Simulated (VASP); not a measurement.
# MgH2 (Pm) in VASP: single point with PBE

Aim: the single point of MgH2 with PBE.

All numbers are computed with VASP 6.6.1; they aren't measurements. Logs are shortened: lines on timing, memory, paths and dates and some standing lists are left out, and cuts for length are marked.

## (1) The cell of the first run

The structure is monoclinic, space group Pm (No. 6). The conventional cell has a = 2.966 Å, b = 2.563 Å, c = 4.806 Å, α = 90.00°, β = 91.85°, γ = 90.00°. Mg (site symmetry m) has 6 H at 2.39 to 2.74 Å and 4 Mg at 2.56 to 2.97 Å within 3.2 Å. Within 1.7 Å of H (site symmetry m) lie 2 H at 1.28 Å. Within 1.7 Å of H (site symmetry m) lie 2 H at 1.28 Å.

## (2) Single point, PBE

File INCAR:

```
SYSTEM = MgH2
  PREC = Accurate
  ENCUT = 600
  EDIFF = 1E-6
  ISMEAR = 0
  SIGMA = 0.15
  LREAL = .FALSE.
  LASPH = .TRUE.
  NELM = 120
  ALGO = Normal
  ISIF = 2
  LWAVE = .FALSE.
  LCHARG = .TRUE.
  GGA = PE
  LELF = .TRUE.
  LVHAR = .TRUE.
  NBANDS = 9
  GGA_COMPAT = .FALSE.
```

File KPOINTS:

```
regular mesh
0
G
  5 6 3
  0 0 0
```

File POSCAR:

```
MgH2
1.0
    2.9417414521      0.0000000000      0.3777756089
    0.0000000000      2.5633650671      0.0000000000
   -0.7656075423      0.0000000000      4.7442617738
Mg H
1 2
Direct
    0.0896181968      0.0000000000      0.3652861228
    0.0975035563      0.0000000000      0.8632259930
    0.0972261869      0.5000000000      0.8626876142
```

Potentials or basis: VASP PAW PBE potentials, release 64 (Mg, H).

The run is started by

```bash
cat potpaw_PBE.64/Mg/POTCAR potpaw_PBE.64/H/POTCAR > POTCAR
mpirun -np 1 vasp_std > vasp.out
```

OUTCAR:

```text
SYSTEM = MgH2
   PREC = Accurate
   ENCUT = 600
   EDIFF = 1E-6
   ISMEAR = 0
   LREAL = .FALSE.
   LASPH = .TRUE.
   NELM = 120
   ISIF = 2
   GGA = PE

 ion  position               nearest neighbor table
   1  0.090  0.000  0.365-
   2  0.098  0.000  0.863-
   3  0.097  0.500  0.863-

  LATTYP: Found a simple monoclinic cell.
 ALAT       =     2.9658990512
 B/A-ratio  =     0.8642792701
 C/A-ratio  =     1.6202978592
 COS(beta)  =    -0.0322705173

  Lattice vectors:

 A1 = (   2.9417414521,   0.0000000000,   0.3777756089)
 A2 = (   0.0000000000,   2.5633650671,   0.0000000000)
 A3 = (  -0.7656075423,   0.0000000000,   4.7442617738)

Analysis of symmetry for initial positions (statically):
=====================================================================
 Subroutine PRICEL returns:
 Original cell was already a primitive cell.

 Routine SETGRP: Setting up the symmetry group for a
 simple monoclinic supercell.

 Subroutine GETGRP returns: Found  2 space group operations
 (whereof  2 operations were pure point group operations)
 out of a pool of  4 trial point group operations.

The static configuration has the point symmetry C_1h.

Analysis of symmetry for dynamics (positions and initial velocities):
=====================================================================
 Subroutine PRICEL returns:
 Original cell was already a primitive cell.

 Routine SETGRP: Setting up the symmetry group for a
 simple monoclinic supercell.

 Subroutine GETGRP returns: Found  2 space group operations
 (whereof  2 operations were pure point group operations)
 out of a pool of  4 trial point group operations.

The dynamic configuration has the point symmetry C_1h.

 Subroutine INISYM returns: Found  2 space group operations
 (whereof  2 operations are pure point group operations),
 and found     1 'primitive' translations

----------------------------------------------------------------------------------------

                                     Primitive cell

  volume of cell :      36.5167

  direct lattice vectors                    reciprocal lattice vectors
     2.941741452  0.000000000  0.377775609     0.333033029  0.000000000  0.053743366
     0.000000000  2.563365067  0.000000000     0.000000000  0.390112206  0.000000000
    -0.765607542  0.000000000  4.744261774    -0.026518721  0.000000000  0.206501478

  length of vectors
     2.965899051  2.563365067  4.805639883     0.337341589  0.390112206  0.208197269

  position of ions in fractional coordinates (direct lattice)
     0.089618197  0.000000000  0.365286123
     0.097503556  0.000000000  0.863225993
     0.097226187  0.500000000  0.862687614
[... 87 lines left out ...]
   TEBEG  =    0.0;   TEEND  =   0.0 temperature during run
   PSTRESS=    0.0 pullay stress
   NELECT =       4.0000    total number of electrons
   NUPDOWN=      -1.0000    fix difference up-down
   EMIN   =  10.00;   EMAX   =-10.00  energy-range for DOS
   EFERMI =   0.00;   METHOD = LEGACY
   ISMEAR =     0;   SIGMA  =   0.15  broadening in eV -4-tet -1-fermi 0-gaus
   EFERMI_NEDOS =   21; number of points for ismear=-14 and -15
   IALGO  =     38    algorithm
   IMIX   =      4    mixing-type and parameters
     AMIX     =   0.40;   BMIX     =  1.00
     AMIX_MAG =   1.60;   BMIX_MAG =  1.00
  volume/ion in A,a.u.               =      12.17        82.14
  Fermi-wavevector in a.u.,A,eV,Ry     =   0.783305  1.480232  8.348082  0.613567
  Thomas-Fermi vector in A             =   1.887206
   LORBIT       =      0    0 simple, 1 ext, 2 COOP (PROOUT), +10 PAW based schemes
   GGA     = PE    functional components
   LHFCALC =     F    Hartree Fock is set to
   AEXX    =    0.0000 exact exchange contribution
   IVDW    =     0    specifies the selected vdW correction
   LEPSILON=     F    determine dielectric tensor
   LRPA    =     F    only Hartree local field effects (RPA)
 non-spin polarized calculation
 Gauss-broadening in eV      SIGMA  =   0.15
  energy-cutoff  :      600.00
  volume of cell :       36.52
 maximum number of plane-waves:      1232
   NGX = 11   NGY = 11   NGZ = 19

 number of electron       4.0000000 magnetization

 Free energy of the ion-electron system (eV)
  ---------------------------------------------------
  ext. energy  EPLUGINS =         0.00000000
  ---------------------------------------------------
  free energy    TOTEN  =        -6.52116533 eV

  energy without entropy =       -6.51707480  energy(sigma->0) =       -6.51912006

 E-fermi :   1.7063     XC(G=0):  -8.0403

 val. band max:        1.4658437927   @ k =   0.0000   0.0000   0.0000
 cond. band min:       1.7800946621   @ k =   0.4000   0.0000   0.3333
 fundamental gap:      0.3142508694
 Fermi energy:         1.7062611424

 k-point     1 :       0.0000    0.0000    0.0000
  band No.  band energies     occupation
      1      -7.8962      2.00000
      2      -1.9858      2.00000
      3       1.4658      1.97659
      4      10.4536      0.00000
      5      11.1754      0.00000
      6      11.7197      0.00000
      7      13.2853      0.00000
      8      16.6683      0.00000
      9      16.8253      0.00000
[... 265 lines left out ...]
 k-point    24 :       0.2000    0.3333    0.3333
  band No.  band energies     occupation
      1      -4.7508      2.00000
      2      -0.4390      2.00000
      3       2.5581      0.00000
      4       6.4054      0.00000
      5       6.6321      0.00000
      6       9.5486      0.00000
      7      10.7874      0.00000
      8      13.4093      0.00000
      9      14.6254      0.00000

 [... further k-points ...]

------------------------ aborting loop because EDIFF is reached ----------------------------------------

  FORCE on cell =-STRESS in cart. coord.  units (eV):
  Direction    XX          YY          ZZ          XY          YZ          ZX
  --------------------------------------------------------------------------------------
  -------------------------------------------------------------------------------------
  Total       -0.0871009      0.0352138      0.0260726      0.0000000      0.0000000      0.0398676
  in kB       -3.8215687      1.5450113      1.1439378      0.0000000      0.0000000      1.7491992
  external PRESSURE =      -0.3775399 kB  Pullay stress =       0.0000000 kB

 VOLUME and BASIS-vectors are now :
 -----------------------------------------------------------------------------
  energy-cutoff  :      600.00
  volume of cell :       36.52
      direct lattice vectors                 reciprocal lattice vectors
     2.941741452  0.000000000  0.377775609     0.333033029  0.000000000  0.053743366
     0.000000000  2.563365067  0.000000000     0.000000000  0.390112206  0.000000000
    -0.765607542  0.000000000  4.744261774    -0.026518721  0.000000000  0.206501478

 POSITION                                       TOTAL-FORCE (eV/Angst)
 -----------------------------------------------------------------------------------
     -0.01603      0.00000      1.76687         0.005523      0.000000     -0.002222
     -0.37406      0.00000      4.13220        -0.003826      0.000000      0.001128
     -0.37447      1.28168      4.12955        -0.001697      0.000000      0.001093
 -----------------------------------------------------------------------------------
    total drift:                                0.000008      0.000000      0.000031

  FREE ENERGIE OF THE ION-ELECTRON SYSTEM (eV)
  ---------------------------------------------------
  free  energy   TOTEN  =        -6.5211653255 eV

  energy  without entropy=       -6.5170748020  energy(sigma->0) =       -6.51912006
```

stdout:

```text
POSCAR found type information on POSCAR MgH
 POSCAR found :  2 types and       3 ions
 scaLAPACK will be used
 LDA part: xc-table for (Slater+PW92), standard interpolation
 POSCAR, INCAR and KPOINTS ok, starting setup
 FFT: planning ... GRIDC
 FFT: planning ... GRID_SOFT
 FFT: planning ... GRID
 WAVECAR not read
 entering main loop
```

It took 9.8 s on 1 thread of Intel Xeon Platinum 8488C (Sapphire Rapids), shared host; peak memory 0.15 GiB.

Results:

```yaml
Free_energy: -6.5212 eV
Pressure: 0.0 GPa
Largest_force: 0.006 eV/Å
Band_gap_on_the_k_mesh: zero (band 2 reaches 1.84 eV, above the bottom of band 3 at 1.39 eV)
```

Forces on the atoms (eV/Å):
```
Mg   0.006  0.000 -0.002
H   -0.004  0.000  0.001
H   -0.002  0.000  0.001
```

Stress tensor (GPa, compression positive):
```
-0.38  0.00  0.17
 0.00  0.15  0.00
 0.17  0.00  0.11
```

Caveat: the k points lie up to 0.44 Å⁻¹ apart.
